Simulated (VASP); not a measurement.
# CdSe3S (P4mm) in VASP: a series of runs

CdSe3S is run at these levels: PBE; tasks: single point, relaxation of cell and atoms.

All numbers are computed with VASP 6.6.1; they aren't measurements. Logs are shortened: lines on timing, memory, paths and dates and some standing lists are left out, and cuts for length are marked.

## (1) The cell of the first run

The structure is tetragonal, space group P4mm (No. 99). The conventional cell has a = 4.634 Å, b = 4.634 Å, c = 5.863 Å, α = 90.00°, β = 90.00°, γ = 90.00°. Cd (site symmetry 4mm) has 12 Se at 3.33 to 3.74 Å and 4 S at 3.83 Å within 4.4 Å. Se (site symmetry 4mm) has 2 S at 2.60 to 3.26 Å and 4 Se at 3.27 Å and 4 Cd at 3.33 Å within 3.4 Å. Within 3.3 Å of Se (site symmetry 2mm) lie 2 S at 2.50 Å and 6 Se at 3.27 to 3.28 Å. S (site symmetry 4mm) has 6 Se at 2.50 to 3.26 Å within 3.3 Å.

## (2) Single point, PBE

File INCAR:

```
SYSTEM = CdSe3S
  PREC = Accurate
  ENCUT = 520
  EDIFF = 1E-7
  ISMEAR = 0
  SIGMA = 0.1
  LREAL = .FALSE.
  LASPH = .TRUE.
  NELM = 100
  ALGO = Normal
  ISIF = 2
  LWAVE = .FALSE.
  LCHARG = .FALSE.
  GGA = PE
  NBANDS = 26
```

File KPOINTS:

```
Automatic mesh
0
G
  4 4 4
  0 0 0
```

File POSCAR:

```
CdSe3S
1.0
    4.6335792600      0.0000000000      0.0000000000
    0.0000000000      4.6335792600      0.0000000000
    0.0000000000      0.0000000000      5.8631214500
Cd Se S
1 3 1
Direct
    0.0000000000      0.0000000000      0.0000000000
    0.5000000000      0.5000000000      0.1059000000
    0.0000000000      0.5000000000      0.5000000000
    0.5000000000      0.0000000000      0.5000000000
    0.5000000000      0.5000000000      0.6620000000
```

Potentials or basis: VASP PAW PBE potentials, release 64 (Cd, Se, S).

Run with:

```sh
$ cat potpaw_PBE.64/Cd/POTCAR potpaw_PBE.64/Se/POTCAR potpaw_PBE.64/S/POTCAR > POTCAR
$ mpirun -np 1 vasp_std > vasp.out
```

OUTCAR:

```text
SYSTEM = CdSe3S
   PREC = Accurate
   ENCUT = 520
   EDIFF = 1E-7
   ISMEAR = 0
   LREAL = .FALSE.
   LASPH = .TRUE.
   NELM = 100
   ISIF = 2
   GGA = PE

 ion  position               nearest neighbor table
   1  0.000  0.000  0.000-
   2  0.500  0.500  0.106-   5 2.60
   3  0.000  0.500  0.500-   5 2.50   5 2.50
   4  0.500  0.000  0.500-   5 2.50   5 2.50
   5  0.500  0.500  0.662-   3 2.50   4 2.50   4 2.50   3 2.50   2 2.60

  LATTYP: Found a simple tetragonal cell.
 ALAT       =     4.6335792600
 C/A-ratio  =     1.2653547336

  Lattice vectors:

 A1 = (   4.6335792600,   0.0000000000,   0.0000000000)
 A2 = (   0.0000000000,   4.6335792600,   0.0000000000)
 A3 = (   0.0000000000,   0.0000000000,   5.8631214500)

Analysis of symmetry for initial positions (statically):
=====================================================================
 Subroutine PRICEL returns:
 Original cell was already a primitive cell.

 Routine SETGRP: Setting up the symmetry group for a
 simple tetragonal supercell.

 Subroutine GETGRP returns: Found  8 space group operations
 (whereof  8 operations were pure point group operations)
 out of a pool of 16 trial point group operations.

The static configuration has the point symmetry C_4v.

Analysis of symmetry for dynamics (positions and initial velocities):
=====================================================================
 Subroutine PRICEL returns:
 Original cell was already a primitive cell.

 Routine SETGRP: Setting up the symmetry group for a
 simple tetragonal supercell.

 Subroutine GETGRP returns: Found  8 space group operations
 (whereof  8 operations were pure point group operations)
 out of a pool of 16 trial point group operations.

The dynamic configuration has the point symmetry C_4v.

 Subroutine INISYM returns: Found  8 space group operations
 (whereof  8 operations are pure point group operations),
 and found     1 'primitive' translations

----------------------------------------------------------------------------------------

                                     Primitive cell

  volume of cell :     125.8816

  direct lattice vectors                    reciprocal lattice vectors
     4.633579260  0.000000000  0.000000000     0.215815883  0.000000000  0.000000000
     0.000000000  4.633579260  0.000000000     0.000000000  0.215815883  0.000000000
     0.000000000  0.000000000  5.863121450     0.000000000  0.000000000  0.170557613

  length of vectors
     4.633579260  4.633579260  5.863121450     0.215815883  0.215815883  0.170557613

  position of ions in fractional coordinates (direct lattice)
     0.000000000  0.000000000  0.000000000
     0.500000000  0.500000000  0.105900000
     0.000000000  0.500000000  0.500000000
     0.500000000  0.000000000  0.500000000
     0.500000000  0.500000000  0.662000000

  ion indices of the primitive-cell ions
   primitive index   ion index
                 1           1
                 2           2
                 3           3
                 4           4
                 5           5

----------------------------------------------------------------------------------------

 KPOINTS: Automatic mesh

Automatic generation of k-mesh.
 Grid dimensions read from file:
 generate k-points for:    4    4    4

 Generating k-lattice:

  Cartesian coordinates                     Fractional coordinates (reciprocal lattice)
     0.053953971  0.000000000  0.000000000     0.250000000  0.000000000  0.000000000
     0.000000000  0.053953971  0.000000000     0.000000000  0.250000000  0.000000000
     0.000000000  0.000000000  0.042639403     0.000000000  0.000000000  0.250000000

  Length of vectors
     0.053953971  0.053953971  0.042639403

  Shift w.r.t. Gamma in fractional coordinates (k-lattice)
     0.000000000  0.000000000  0.000000000

 Subroutine IBZKPT returns following result:
 ===========================================

 Found     18 irreducible k-points:

 Following reciprocal coordinates:
            Coordinates               Weight
  0.000000  0.000000  0.000000      1.000000
  0.250000  0.000000  0.000000      4.000000
  0.500000  0.000000  0.000000      2.000000
  0.250000  0.250000  0.000000      4.000000
  0.500000  0.250000  0.000000      4.000000
  0.500000  0.500000  0.000000      1.000000
[... 10 lines left out ...]
  0.500000  0.250000  0.500000      4.000000
  0.500000  0.500000  0.500000      1.000000
   k-points           NKPTS =     18   k-points in BZ     NKDIM =     18   number of bands    NBANDS=     26
   number of dos      NEDOS =    301   number of ions     NIONS =      5
   total plane-waves  NPLWV =  62208
   dimension x,y,z NGX =    36 NGY =   36 NGZ =   48
   dimension x,y,z NGXF=    72 NGYF=   72 NGZF=   96
   ions per type =               1   3   1
   NGX,Y,Z   is equivalent  to a cutoff of  12.92, 12.92, 13.61 a.u.
   NGXF,Y,Z  is equivalent  to a cutoff of  25.83, 25.83, 27.22 a.u.
 SYSTEM =  CdSe3S
[... 35 lines left out ...]
   LHFCALC =     F    Hartree Fock is set to
   AEXX    =    0.0000 exact exchange contribution
   IVDW    =     0    specifies the selected vdW correction
   LEPSILON=     F    determine dielectric tensor
   LRPA    =     F    only Hartree local field effects (RPA)
 non-spin polarized calculation
 Gauss-broadening in eV      SIGMA  =   0.10
  energy-cutoff  :      520.00
  volume of cell :      125.88
 maximum number of plane-waves:      3422
 NGX is ok and might be reduce to    36
   NGX = 17   NGY = 17   NGZ = 21

 number of electron      36.0000002 magnetization

 Free energy of the ion-electron system (eV)
  ---------------------------------------------------
  ext. energy  EPLUGINS =         0.00000000
  ---------------------------------------------------
  free energy    TOTEN  =       -13.09622303 eV

  energy without entropy =      -13.06905545  energy(sigma->0) =      -13.08263924

 E-fermi :   2.9900     XC(G=0):  -9.4287

 val. band max:        2.9767552607   @ k =   0.2500   0.2500   0.5000
 cond. band min:       2.9935400468   @ k =   0.2500   0.2500   0.0000
 fundamental gap:      0.0167847861
 Fermi energy:         2.9900468255

 k-point     1 :       0.0000    0.0000    0.0000
  band No.  band energies     occupation
      1     -12.9970      2.00000
      2      -9.3412      2.00000
      3      -8.9644      2.00000
      4      -8.0429      2.00000
      5      -5.0353      2.00000
      6      -5.0351      2.00000
[... 18 lines left out ...]
     25       8.6541      0.00000
     26       9.0627      0.00000

 k-point     2 :       0.2500    0.0000    0.0000
  band No.  band energies     occupation
      1     -12.7477      2.00000
      2      -9.5673      2.00000
      3      -9.2577      2.00000
      4      -8.2203      2.00000
      5      -5.0520      2.00000
      6      -5.0482      2.00000
[... 18 lines left out ...]
     25       8.6017      0.00000
     26      10.2867      0.00000

 k-point     3 :       0.5000    0.0000    0.0000
  band No.  band energies     occupation
      1     -12.3949      2.00000
      2     -10.2567      2.00000
      3      -9.2254      2.00000
      4      -8.2427      2.00000
      5      -5.0788      2.00000
      6      -5.0719      2.00000
[... 18 lines left out ...]
     25       7.8815      0.00000
     26      10.6518      0.00000

 k-point     4 :       0.2500    0.2500    0.0000
  band No.  band energies     occupation
      1     -12.4849      2.00000
      2      -9.6533      2.00000
      3      -9.3985      2.00000
      4      -8.7030      2.00000
      5      -5.0612      2.00000
      6      -5.0531      2.00000
[... 18 lines left out ...]
     25       8.2392      0.00000
     26       9.9198      0.00000
[... 322 lines left out ...]
      1     -12.3401      2.00000
      2      -9.9800      2.00000
      3      -9.6460      2.00000
      4      -8.4624      2.00000
      5      -5.0551      2.00000
      6      -5.0397      2.00000
[... 18 lines left out ...]
     25       8.4418      0.00000
     26      10.2573      0.00000

 k-point    17 :       0.5000    0.2500    0.5000
  band No.  band energies     occupation
      1     -11.9326      2.00000
      2     -10.1948      2.00000
      3      -9.8932      2.00000
      4      -8.8061      2.00000
      5      -5.0425      2.00000
      6      -5.0388      2.00000
[... 18 lines left out ...]
     25       8.6095      0.00000
     26      10.6604      0.00000

 k-point    18 :       0.5000    0.5000    0.5000
  band No.  band energies     occupation
      1     -11.4066      2.00000
      2     -10.1506      2.00000
      3     -10.1506      2.00000
      4      -9.5298      2.00000
      5      -5.0281      2.00000
      6      -5.0281      2.00000
[... 18 lines left out ...]
     25       8.5015      0.00000
     26      10.5961      0.00000

------------------------ aborting loop because EDIFF is reached ----------------------------------------

  FORCE on cell =-STRESS in cart. coord.  units (eV):
  Direction    XX          YY          ZZ          XY          YZ          ZX
  --------------------------------------------------------------------------------------
  -------------------------------------------------------------------------------------
  Total       -2.1895076     -2.1895076      0.4835019      0.0000000      0.0000000      0.0000000
  in kB      -27.8673044    -27.8673044      6.1538463      0.0000000      0.0000000      0.0000000
  external PRESSURE =     -16.5269208 kB  Pullay stress =       0.0000000 kB

 VOLUME and BASIS-vectors are now :
 -----------------------------------------------------------------------------
  energy-cutoff  :      520.00
  volume of cell :      125.88
      direct lattice vectors                 reciprocal lattice vectors
     4.633579260  0.000000000  0.000000000     0.215815883  0.000000000  0.000000000
     0.000000000  4.633579260  0.000000000     0.000000000  0.215815883  0.000000000
     0.000000000  0.000000000  5.863121450     0.000000000  0.000000000  0.170557613

 POSITION                                       TOTAL-FORCE (eV/Angst)
 -----------------------------------------------------------------------------------
      0.00000      0.00000      0.00000         0.000000     -0.000000      0.070354
      2.31679      2.31679      0.62090         0.000000      0.000000     -0.664794
      0.00000      2.31679      2.93156        -0.000000     -0.000000      0.177037
      2.31679      0.00000      2.93156         0.000000     -0.000000      0.177037
      2.31679      2.31679      3.88139         0.000000     -0.000000      0.240365
 -----------------------------------------------------------------------------------
    total drift:                                0.000000      0.000000     -0.000230

  FREE ENERGIE OF THE ION-ELECTRON SYSTEM (eV)
  ---------------------------------------------------
  free  energy   TOTEN  =       -13.0962230332 eV

  energy  without entropy=      -13.0690554478  energy(sigma->0) =      -13.08263924
```

It took 25 s on 1 thread of Intel Xeon 6975P-C (Granite Rapids), shared host; peak memory 0.26 GiB.

What came out:

| Property | Result |
| --- | --- |
| Free energy | -13.0962 eV |
| Pressure | -1.7 GPa |
| Largest force | 0.665 eV/Å |
| Band gap on the k mesh | zero (band 18 reaches 3.70 eV, above the bottom of band 19 at 2.11 eV) |

Forces in eV/Å, atoms in the order of the input:
```
Cd   0.000  0.000  0.070
Se   0.000  0.000 -0.665
Se   0.000  0.000  0.177
Se   0.000  0.000  0.177
S    0.000  0.000  0.240
```

Stress tensor (GPa, compression positive):
```
-2.79  0.00  0.00
 0.00 -2.79  0.00
 0.00  0.00  0.62
```

## (3) Single point, PBE

This run uses another cell than the first one, of 30.20 Å³/atom, 1.200 times its volume.

File INCAR:

```
SYSTEM = CdSe3S
PREC = Accurate
ENCUT = 520
EDIFF = 1E-7
ISMEAR = 0
SIGMA = 0.1
LREAL = .FALSE.
LASPH = .TRUE.
NELM = 60
ALGO = Normal
ISIF = 2
LWAVE = .FALSE.
LCHARG = .TRUE.
GGA = PE
LELF = .TRUE.
LVHAR = .TRUE.
NBANDS = 26
```

KPOINTS is that of step 2.

File POSCAR:

```
CdSe3S
1.0
    4.2087734975      0.0000000000      0.0000000000
    0.0000000000      4.2087734975      0.0000000000
    0.0000000000      0.0000000000      8.5256210257
Cd Se S
1 3 1
Direct
    0.0000000000      0.0000000000      0.0781888986
    0.5000000000      0.5000000000      0.0772590562
    0.0000000000      0.5000000000      0.4963318438
    0.5000000000      0.0000000000      0.4963318438
    0.5000000000      0.5000000000      0.6197883578
```

Potentials or basis: VASP PAW PBE potentials, release 64 (Cd, Se, S).

Run with:

```sh
$ cat potpaw_PBE.64/Cd/POTCAR potpaw_PBE.64/Se/POTCAR potpaw_PBE.64/S/POTCAR > POTCAR
$ mpirun -np 1 vasp_std > vasp.out
```

Run time: 30 s. Hardware: 1 thread of Intel Xeon 6975P-C (Granite Rapids), shared host; peak memory 0.27 GiB.

It converged, with:

```yaml
Free_energy: -14.0491 eV
Pressure: 0.2 GPa
Largest_force: 0.024 eV/Å
Band_gap_on_the_k_mesh: zero (band 18 reaches 2.15 eV, above the bottom of band 19 at 0.81 eV)
```

Forces in eV/Å, atoms in the order of the input:
```
Cd   0.000  0.000  0.002
Se   0.000  0.000 -0.003
Se   0.000  0.000  0.012
Se   0.000  0.000  0.012
S    0.000  0.000 -0.024
```

Stress tensor (GPa, compression positive):
```
0.10 0.00 0.00
0.00 0.10 0.00
0.00 0.00 0.28
```

Levels at points of the mesh, in eV from the Fermi level:
```csv
k point,band 14,band 15,band 16,band 17,band 18,band 19,band 20,band 21,band 22,band 23
"(0.00, 0.00, 0.00)",-1.08,-1.03,-1.03,-0.94,-0.68,-0.68,-0.47,2.35,2.35,4.60
"(0.50, 0.00, 0.00)",-2.33,-2.06,-1.75,-0.41,0.01,1.81,1.82,2.00,3.48,3.70
"(0.50, 0.50, 0.00)",-2.58,-2.58,-0.77,-0.30,0.49,1.92,1.92,1.96,2.39,3.55
"(0.00, 0.00, 0.50)",-1.08,-1.06,-1.06,-0.84,-0.65,-0.65,-0.33,2.38,2.38,4.55
"(0.50, 0.00, 0.50)",-2.33,-2.07,-1.95,-0.27,-0.01,1.69,1.88,2.03,3.21,3.69
"(0.50, 0.50, 0.50)",-2.53,-2.53,-0.81,-0.55,0.49,1.88,1.88,2.31,2.39,4.34
```

Caveat: the k points lie up to 0.37 Å⁻¹ apart.

## (4) Relaxation of cell and atoms, PBE

File INCAR:

```
SYSTEM = CdSe3S
PREC = Accurate ; ENCUT = 600
EDIFF = 1E-6 ; ISMEAR = 0
SIGMA = 0.1 ; LREAL = .False.
LASPH = .True. ; NELM = 60
ALGO = Normal ; ISIF = 3
LWAVE = .False. ; LCHARG = .False.
GGA = PE ; IBRION = 2
NSW = 90 ; EDIFFG = -0.04
```

File KPOINTS:

```
regular mesh
0
Gamma
  4 4 4
  0 0 0
```

File POSCAR:

```
CdSe3S
1.0
    4.6335792600      0.0000000000      0.0000000000
    0.0000000000      4.6335792600      0.0000000000
    0.0000000000      0.0000000000      5.8631214500
Cd Se S
1 3 1
Direct
    0.0000000000      0.0000000000      0.0000000000
    0.5000000000      0.5000000000      0.1059000000
    0.0000000000      0.5000000000      0.5000000000
    0.5000000000      0.0000000000      0.5000000000
    0.5000000000      0.5000000000      0.6620000000
```

Run with:

```sh
$ cat potpaw_PBE.64/Cd/POTCAR potpaw_PBE.64/Se/POTCAR potpaw_PBE.64/S/POTCAR > POTCAR
$ mpirun -np 1 vasp_std > vasp.out
```

Run time: 12 min. Hardware: 1 thread of Intel Xeon 6975P-C (Granite Rapids), shared host; peak memory 0.31 GiB.

The run converged. Its results:

* Free energy: -14.0307 eV
* Relaxed volume: 30.60 Å³/atom
* Relaxed cell: a = 4.210 Å, b = 4.210 Å, c = 8.631 Å, α = 90.00°, β = 90.00°, γ = 90.00°
* Space group after relaxing (to 0.05 Å): P4mm (No. 99)
* Energy gained by relaxing: 186.9 meV/atom
* Ionic steps: 45
* Pressure after relaxing: 0.0 GPa
* Largest force after relaxing: 0.039 eV/Å
* Band gap on the k mesh: zero (band 18 reaches 2.04 eV, above the bottom of band 19 at 0.70 eV)

Forces on the atoms (eV/Å):
```
Cd   0.000  0.000 -0.018
Se   0.000  0.000  0.016
Se   0.000  0.000  0.020
Se   0.000  0.000  0.020
S    0.000  0.000 -0.039
```

The path:
| step | energy change (eV) | largest force (eV/Å) | pressure (GPa) | volume (Å³) |
| --- | --- | --- | --- | --- |
| 1 | 0.0000 | 0.6648 | -1.67 | 125.88 |
| 3 | -0.1264 | 0.3043 | 1.85 | 117.31 |
| 5 | -0.2305 | 0.2842 | 1.83 | 118.57 |
| 7 | -0.4113 | 1.2341 | 0.37 | 126.02 |
| 9 | -0.5352 | 1.6380 | -1.72 | 137.30 |
| 11 | -0.7384 | 0.4727 | 1.87 | 158.52 |
| 13 | -0.7901 | 0.4816 | 0.87 | 153.92 |
| 15 | -0.8356 | 0.4443 | 0.21 | 155.25 |
| 17 | -0.8648 | 0.3613 | -0.21 | 158.32 |
| 19 | -0.8795 | 0.7035 | -1.53 | 162.09 |
| 21 | -0.9071 | 0.2986 | -0.72 | 159.58 |
| 23 | -0.9180 | 0.0775 | 0.05 | 157.11 |
| 25 | -0.9187 | 0.0444 | 0.00 | 157.26 |
| 27 | -0.9191 | 0.0468 | -0.03 | 157.31 |
| 29 | -0.9209 | 0.0743 | -0.26 | 157.47 |
| 31 | -0.9211 | 0.1248 | -0.38 | 157.57 |
| 33 | -0.9215 | 0.1238 | -0.38 | 157.48 |
| 35 | -0.9231 | 0.1199 | -0.33 | 157.07 |
| 37 | -0.9279 | 0.1034 | -0.16 | 155.42 |
| 39 | -0.9298 | 0.0934 | 0.05 | 153.64 |
| 41 | -0.9313 | 0.0828 | 0.03 | 153.41 |
| 43 | -0.9333 | 0.0763 | -0.21 | 153.74 |
| 45 | -0.9346 | 0.0392 | 0.00 | 152.99 |

Final structure:
```cif
data_structure
_symmetry_space_group_name_H-M 'P 1'
_symmetry_Int_Tables_number 1
_cell_length_a 4.2103
_cell_length_b 4.2103
_cell_length_c 8.6306
_cell_angle_alpha 90.000
_cell_angle_beta 90.000
_cell_angle_gamma 90.000
_cell_volume 152.99
loop_
_atom_site_label
_atom_site_type_symbol
_atom_site_fract_x
_atom_site_fract_y
_atom_site_fract_z
_atom_site_occupancy
Cd1 Cd 0.00000 0.00000 0.07987 1
Se1 Se 0.50000 0.50000 0.07670 1
Se2 Se 0.00000 0.50000 0.49643 1
Se3 Se 0.50000 0.00000 0.49643 1
S1 S 0.50000 0.50000 0.61848 1
```

Levels at points of the mesh, in eV from the Fermi level:
```
           k point  band 14  band 15  band 16  band 17  band 18  band 19  band 20  band 21  band 22
(0.00, 0.00, 0.00)    -1.12    -1.03    -1.03    -0.95    -0.72    -0.72    -0.50     2.31     2.31
(0.50, 0.00, 0.00)    -2.36    -2.09    -1.78    -0.42     0.01     1.77     1.78     1.96     3.50
(0.50, 0.50, 0.00)    -2.58    -2.58    -0.78    -0.31     0.45     1.87     1.87     1.92     2.35
(0.00, 0.00, 0.50)    -1.12    -1.06    -1.06    -0.84    -0.69    -0.69    -0.40     2.34     2.34
(0.50, 0.00, 0.50)    -2.36    -2.10    -1.96    -0.29    -0.01     1.66     1.83     1.99     3.21
(0.50, 0.50, 0.50)    -2.53    -2.53    -0.81    -0.53     0.45     1.83     1.83     2.24     2.35
```

Caveat: the volume moved by over 15 % at a fixed basis, so the end points are rough.

## (5) Overview

```csv
task,cell,cutoff (eV),gap on the mesh (eV),pressure (GPa),largest force (eV/Å)
single point,"a = 4.634, b = 4.634, c = 5.863 Å, 5 atoms",520,none,-1.7,0.66
single point,"a = 4.209, b = 4.209, c = 8.526 Å, 5 atoms",520,none,0.2,0.02
relaxation of cell and atoms,"relaxed from a = 4.634, b = 4.634, c = 5.863 Å, 5 atoms",600,none,0.0,0.04
```

Alike in all rows: level PBE; potentials or basis VASP PAW PBE potentials, release 64 (Cd, Se, S); no spin polarisation; k mesh 4 × 4 × 4; smearing gaussian 0.1 eV.

Caveats: some runs use coarse meshes; the volume moved by over 15 % at a fixed basis, so the end points are rough (some runs).

Total energies depend on the potentials used, so only differences within one code and one set of settings carry meaning.
